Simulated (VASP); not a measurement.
# Hf2SeS3 (P6/mmm) in VASP: a series of runs

Hf2SeS3 is run at these levels: PBE; tasks: relaxation of cell and atoms, single point.

Program: VASP 6.6.1. These are calculated values, not measurements. Logs are shortened: lines on timing, memory, paths and dates and some standing lists are left out, and cuts for length are marked.

### 1 The cell of the first run

Symmetry: P6/mmm, No. 191, hexagonal system. Conventional cell: a = 6.428 Å, b = 6.428 Å, c = 4.075 Å, α = 90.00°, β = 90.00°, γ = 120.00°. Hf (site symmetry -6m2) has 3 S at 1.86 Å within 2.5 Å. Se (site symmetry 6/mmm) has 12 S at 3.81 Å and 2 Se at 4.08 Å and 12 Hf at 4.23 Å within 5.0 Å. S (site symmetry mmm) has 2 Hf at 1.86 Å within 2.5 Å.

The cell was generated, and may not be a known phase.

### 2 Relaxation of cell and atoms, PBE

File INCAR:

```
PREC     = Accurate       # precision mode
ENCUT    = 600            # plane-wave cutoff, eV
EDIFF    = 1E-7           # SCF threshold, eV
ISMEAR   = 0              # smearing method
SIGMA    = 0.1            # smearing width, eV
LREAL    = False          # projectors in reciprocal space
LASPH    = True           # aspherical terms in the spheres
NELM     = 80             # most SCF steps
ALGO     = Normal         # electronic algorithm
ISIF     = 3              # what is computed and relaxed
LWAVE    = False          # write WAVECAR
LCHARG   = False          # write CHGCAR
GGA      = PE             # functional
IBRION   = 2              # ionic algorithm
NSW      = 90             # ionic steps
EDIFFG   = -0.04          # ionic threshold
```

File KPOINTS:

```
regular mesh
0
Gamma
  3 3 4
```

File POSCAR:

```
Hf2SeS3
1.0
    6.4279425700      0.0000000000      0.0000000000
   -3.2139712900      5.5667615600      0.0000000000
    0.0000000000      0.0000000000      4.0752661800
Hf Se S
2 1 3
Direct
    0.3333333300      0.6666666700      0.5000000000
    0.6666666700      0.3333333300      0.5000000000
    0.0000000000      0.0000000000      0.0000000000
    0.5000000000      0.0000000000      0.5000000000
    0.0000000000      0.5000000000      0.5000000000
    0.5000000000      0.5000000000      0.5000000000
```

Potentials or basis: VASP PAW PBE potentials, release 64 (Hf_pv, Se, S).

The run is started by

```sh
$ cat potpaw_PBE.64/Hf_pv/POTCAR potpaw_PBE.64/Se/POTCAR potpaw_PBE.64/S/POTCAR > POTCAR
$ mpirun -np 1 vasp_std > vasp.out
```

OUTCAR:

```text
PREC = Accurate
   ENCUT = 600
   EDIFF = 1E-7
   ISMEAR = 0
   LREAL = False
   LASPH = True
   NELM = 80
   ISIF = 3
   GGA = PE
   IBRION = 2
   NSW = 90
   EDIFFG = -0.04

 ion  position               nearest neighbor table
   1  0.333  0.667  0.500-   5 1.86   4 1.86   6 1.86   2 3.71   2 3.71   2 3.71
   2  0.667  0.333  0.500-   5 1.86   4 1.86   6 1.86   1 3.71   1 3.71   1 3.71
   3  0.000  0.000  0.000-
   4  0.500  0.000  0.500-   1 1.86   2 1.86
   5  0.000  0.500  0.500-   1 1.86   2 1.86
   6  0.500  0.500  0.500-   1 1.86   2 1.86

  LATTYP: Found a hexagonal cell.
 ALAT       =     6.4279425700
 C/A-ratio  =     0.6339923133

  Lattice vectors:

 A1 = (   6.4279425700,   0.0000000000,   0.0000000000)
 A2 = (  -3.2139712900,   5.5667615600,   0.0000000000)
 A3 = (   0.0000000000,   0.0000000000,   4.0752661800)

Analysis of symmetry for initial positions (statically):
=====================================================================
 Subroutine PRICEL returns:
 Original cell was already a primitive cell.

 Routine SETGRP: Setting up the symmetry group for a
 hexagonal supercell.

 Subroutine GETGRP returns: Found 24 space group operations
 (whereof 24 operations were pure point group operations)
 out of a pool of 24 trial point group operations.

The static configuration has the point symmetry D_6h.

Analysis of symmetry for dynamics (positions and initial velocities):
=====================================================================
 Subroutine PRICEL returns:
 Original cell was already a primitive cell.

 Routine SETGRP: Setting up the symmetry group for a
 hexagonal supercell.

 Subroutine GETGRP returns: Found 24 space group operations
 (whereof 24 operations were pure point group operations)
 out of a pool of 24 trial point group operations.

The dynamic configuration has the point symmetry D_6h.

 Subroutine INISYM returns: Found 24 space group operations
 (whereof 24 operations are pure point group operations),
 and found     1 'primitive' translations

----------------------------------------------------------------------------------------

                                     Primitive cell

  volume of cell :     145.8245

  direct lattice vectors                    reciprocal lattice vectors
     6.427942570  0.000000000  0.000000000     0.155570774  0.089818828  0.000000000
    -3.213971290  5.566761560  0.000000000     0.000000000  0.179637656  0.000000000
[... 92 lines left out ...]
   ISMEAR =     0;   SIGMA  =   0.10  broadening in eV -4-tet -1-fermi 0-gaus
   EFERMI_NEDOS =   21; number of points for ismear=-14 and -15
   IALGO  =     38    algorithm
   IMIX   =      4    mixing-type and parameters
     AMIX     =   0.40;   BMIX     =  1.00
     AMIX_MAG =   1.60;   BMIX_MAG =  1.00
  volume/ion in A,a.u.               =      24.30       164.01
  Fermi-wavevector in a.u.,A,eV,Ry     =   1.098033  2.074982 16.404234  1.205677
  Thomas-Fermi vector in A             =   2.234404
   LORBIT       =      0    0 simple, 1 ext, 2 COOP (PROOUT), +10 PAW based schemes
   GGA     = PE    functional components
   LHFCALC =     F    Hartree Fock is set to
   AEXX    =    0.0000 exact exchange contribution
   IVDW    =     0    specifies the selected vdW correction
   LEPSILON=     F    determine dielectric tensor
   LRPA    =     F    only Hartree local field effects (RPA)
 conjugate gradient relaxation of ions
 non-spin polarized calculation
 Gauss-broadening in eV      SIGMA  =   0.10
  energy-cutoff  :      600.00
  volume of cell :      145.82
 maximum number of plane-waves:      4878
 NGX is ok and might be reduce to    54
   NGX = 25   NGY = 25   NGZ = 17

--------------------------------------- Ionic step        1  -------------------------------------------

 number of electron      43.9999997 magnetization

 Free energy of the ion-electron system (eV)
  ---------------------------------------------------
  ext. energy  EPLUGINS =         0.00000000
  ---------------------------------------------------
  free energy    TOTEN  =       -12.48143029 eV

  energy without entropy =      -12.45647896  energy(sigma->0) =      -12.46895463

------------------------ aborting loop because EDIFF is reached ----------------------------------------

  FORCE on cell =-STRESS in cart. coord.  units (eV):
  Direction    XX          YY          ZZ          XY          YZ          ZX
  --------------------------------------------------------------------------------------
  -------------------------------------------------------------------------------------
  Total      116.0782126    116.0782126     -2.6126195     -0.0000001      0.0000000      0.0000000
  in kB     1275.3538760   1275.3538761    -28.7049078     -0.0000011      0.0000000      0.0000000
  external PRESSURE =     840.6676148 kB  Pullay stress =       0.0000000 kB
[... 101 lines left out ...]
  FREE ENERGIE OF THE ION-ELECTRON SYSTEM (eV)
  ---------------------------------------------------
  free  energy   TOTEN  =       -22.5388668602 eV

  energy  without entropy=      -22.4325220515  energy(sigma->0) =      -22.48569446

 E-fermi :  -0.2113     XC(G=0):  -7.0700

 val. band max:       -0.2126872289   @ k =   0.3333   0.0000   0.2500
 cond. band min:      -0.1841443451   @ k =   0.3333   0.0000   0.5000
 fundamental gap:      0.0285428838
 Fermi energy:        -0.2112543798

 k-point     1 :       0.0000    0.0000    0.0000
  band No.  band energies     occupation
      1     -32.4031      2.00000
      2     -32.4031      2.00000
      3     -32.3933      2.00000
      4     -32.3933      2.00000
      5     -32.3745      2.00000
      6     -32.3741      2.00000
[... 250 lines left out ...]
     25       0.6319      0.00000
     26       2.1943      0.00000

[... ionic steps 4 to 12 ...]

--------------------------------------- Ionic step       13  -------------------------------------------

 number of electron      44.0000001 magnetization

------------------------ aborting loop because EDIFF is reached ----------------------------------------
[... 75 lines left out ...]
--------------------------------------- Ionic step       15  -------------------------------------------

 number of electron      44.0000003 magnetization

 Free energy of the ion-electron system (eV)
  ---------------------------------------------------
  ext. energy  EPLUGINS =         0.00000000
  ---------------------------------------------------
  free energy    TOTEN  =       -36.61682578 eV

  energy without entropy =      -36.54438028  energy(sigma->0) =      -36.58060303

 E-fermi :   0.8812     XC(G=0):  -7.9805

 val. band max:        0.8765605973   @ k =   0.3333   0.0000   0.2500
 cond. band min:       0.9686042982   @ k =   0.3333   0.0000   0.5000
 fundamental gap:      0.0920437009
 Fermi energy:         0.8811870429

 k-point     1 :       0.0000    0.0000    0.0000
  band No.  band energies     occupation
      1     -30.5884      2.00000
      2     -30.5884      2.00000
      3     -30.5703      2.00000
      4     -30.5703      2.00000
      5     -30.4185      2.00000
      6     -30.4179      2.00000
[... 283 lines left out ...]
  FREE ENERGIE OF THE ION-ELECTRON SYSTEM (eV)
  ---------------------------------------------------
  free  energy   TOTEN  =       -36.6168257818 eV

  energy  without entropy=      -36.5443802761  energy(sigma->0) =      -36.58060303

 reached required accuracy - stopping structural energy minimisation
```

CONTCAR:

```text
Hf2SeS3
   1.00000000000000
     8.1695332399956779   -0.0000000014489389   -0.0000000000000000
    -4.0847666276073609    7.0750233241762626    0.0000000000000000
    -0.0000000000000000   -0.0000000000000000    3.4384821872761524
  Hf              Se              S
     2     1     3
Direct
     0.3333333300000021    0.6666666699999979    0.5000000000000000
     0.6666666699999979    0.3333333300000021    0.5000000000000000
     0.0000000000000000    0.0000000000000000    0.0000000000000000
     0.5000000000000000    0.0000000000000000    0.5000000000000000
     0.0000000000000000    0.5000000000000000    0.5000000000000000
     0.5000000000000000    0.5000000000000000    0.5000000000000000

  0.00000000E+00  0.00000000E+00  0.00000000E+00
  0.00000000E+00  0.00000000E+00  0.00000000E+00
  0.00000000E+00  0.00000000E+00  0.00000000E+00
  0.00000000E+00  0.00000000E+00  0.00000000E+00
  0.00000000E+00  0.00000000E+00  0.00000000E+00
  0.00000000E+00  0.00000000E+00  0.00000000E+00
```

Wall time 35 min (1 thread of Intel Xeon 8259CL, shared host); peak memory 0.34 GiB.

Results:

* Free energy: -36.6168 eV
* Relaxed volume: 33.12 Å³/atom
* Relaxed cell: a = 8.170 Å, b = 8.170 Å, c = 3.438 Å, α = 90.00°, β = 90.00°, γ = 120.00°
* Space group after relaxing (to 0.1 Å): P6/mmm (No. 191)
* Energy gained by relaxing: 4022.6 meV/atom
* Ionic steps: 15
* Pressure after relaxing: 0.0 GPa
* Band gap on the k mesh: zero (bands 22 and 23 overlap by 0.68 eV)

The path:
| step | energy change (eV) | largest force (eV/Å) | pressure (GPa) | volume (Å³) |
| --- | --- | --- | --- | --- |
| 1 | 0.0000 | 0.0000 | 84.07 | 145.82 |
| 2 | -5.6308 | 0.0000 | -6.52 | 533.60 |
| 3 | -10.0574 | 0.0000 | -7.21 | 447.12 |
| 4 | -14.0262 | 0.0000 | -8.41 | 383.43 |
| 5 | -23.2625 | 0.0000 | -4.81 | 250.98 |
| 6 | -22.2069 | 0.0000 | 10.37 | 204.33 |
| 7 | -23.5735 | 0.0000 | -2.12 | 237.35 |
| 8 | -23.5918 | 0.0000 | -1.09 | 233.23 |
| 9 | -23.5881 | 0.0000 | -1.60 | 235.18 |
| 10 | -23.7561 | 0.0000 | -1.56 | 227.29 |
| 11 | -24.1227 | 0.0000 | -0.79 | 203.55 |
| 12 | -24.1234 | 0.0000 | -0.38 | 197.22 |
| 13 | -24.1309 | 0.0000 | -0.59 | 200.39 |
| 14 | -24.1161 | 0.0000 | 1.23 | 195.37 |
| 15 | -24.1354 | 0.0000 | -0.02 | 198.74 |

Final structure:
```
Hf Se S
1.0
     8.16953    0.00000    0.00000
    -4.08477    7.07502    0.00000
     0.00000    0.00000    3.43848
Hf Se S
2 1 3
Direct
  0.33333 0.66667 0.50000
  0.66667 0.33333 0.50000
  0.00000 0.00000 0.00000
  0.50000 0.00000 0.50000
  0.00000 0.50000 0.50000
  0.50000 0.50000 0.50000
```

Levels at points of the mesh, in eV from the Fermi level:
```tsv
k point	band 21	band 22	band 23	band 24	band 25	band 26
(0.00, 0.00, 0.00)	-0.45	-0.24	-0.24	0.97	0.97	1.92
(0.00, 0.00, 0.50)	-0.19	-0.19	0.37	0.37	1.63	1.63
```

Caveat: the k points lie up to 0.46 Å⁻¹ apart in the final cell, too coarse for converged energies and pressures of a metal; the volume moved by over 15 % at a fixed basis, so the end points are rough; spin-orbit coupling is left out, which moves the levels of the heavy elements.

(Part 1 of 3 ends here.)

The gap in the log of VASP goes by the Fermi energy; the results here count the filled bands.